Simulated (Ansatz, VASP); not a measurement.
## One calculation of KBr, two programs

```
K Br
1.0
     0.00000    3.29250    3.29250
     3.29250    0.00000    3.29250
     3.29250    3.29250    0.00000
K Br
1 1
Direct
  0.00000 0.00000 0.00000
  0.43289 0.50000 0.50000
```

Change from the starting cell: all Br atoms moved +0.312 Å, as atom 2 towards its neighbour atom 2 (Br) at 4.656 Å.

Alike in both runs: task single point; functional PBE; k mesh 6 × 6 × 6; occupations gaussian, width 0.05 eV; no spin polarisation.

|  | VASP | Ansatz |
| --- | --- | --- |
| version | VASP 6.6.1 | Ansatz 0.2.0 |
| potentials or method | VASP PAW PBE potentials, release 64 (K_sv, Br), cutoff 520 eV | scalar-relativistic, plane waves, PAW |
| valence electrons in the cell | 16 | 16 |

```tsv
	VASP	Ansatz	Ansatz less VASP
gap on the k mesh at the Fermi level (eV)	4.48	4.48	+0.002
least direct gap on the mesh (eV)	4.48	4.48	+0.002
pressure (GPa)	1.4	1.4	-0.05
traceless stress, the component that is largest in VASP (GPa)	-0.71	-0.70	+0.011
rms of the force components (eV/Å)	0.248	0.244	-0.0038
```

Atom by atom the forces differ by 0.004 eV/Å (rms over components).
